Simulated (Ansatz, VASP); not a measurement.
FeO: VASP beside Ansatz

```
Fe O
1.0
    -1.60210    1.60210    2.08339
     1.60210   -1.60210    2.08339
     1.60210    1.60210   -2.08339
Fe O
1 1
Cartesian
  0.0000 0.0000 0.0000
  0.0000 0.0000 2.0834
```

Alike in both runs: task single point; functional PBE; k mesh 10 × 10 × 10; occupations fermi-dirac, width 0.05 eV; collinear spin; fixed moment 1.5 μB.

```csv
,VASP,Ansatz
version,VASP 6.6.1,Ansatz 0.2.0
potentials or method,"VASP PAW PBE potentials, release 64 (Fe, O)",Ansatz PAW
plane-wave cutoff (eV),520,420
valence electrons in the cell,14,22
```

Ansatz gave:

* pressure (GPa): -24.1
* traceless stress, the component that is largest in VASP (GPa): -0.68
* net moment per atom (μB): 0.75
* size of the moment on the site where the two differ most (μB): 1.41

Question: Estimate VASP's values.

Answer: Pressure (GPa): -25.0; traceless stress, the component that is largest in VASP (GPa): -2.22; net moment per atom (μB): 0.75; size of the moment on the site where the two differ most (μB): 1.50.

Site moments also hang on the region over which each program counts them. VASP's potentials hold 14 valence electrons a cell and Ansatz's 22, so a difference there can come from the potentials and not from the codes.
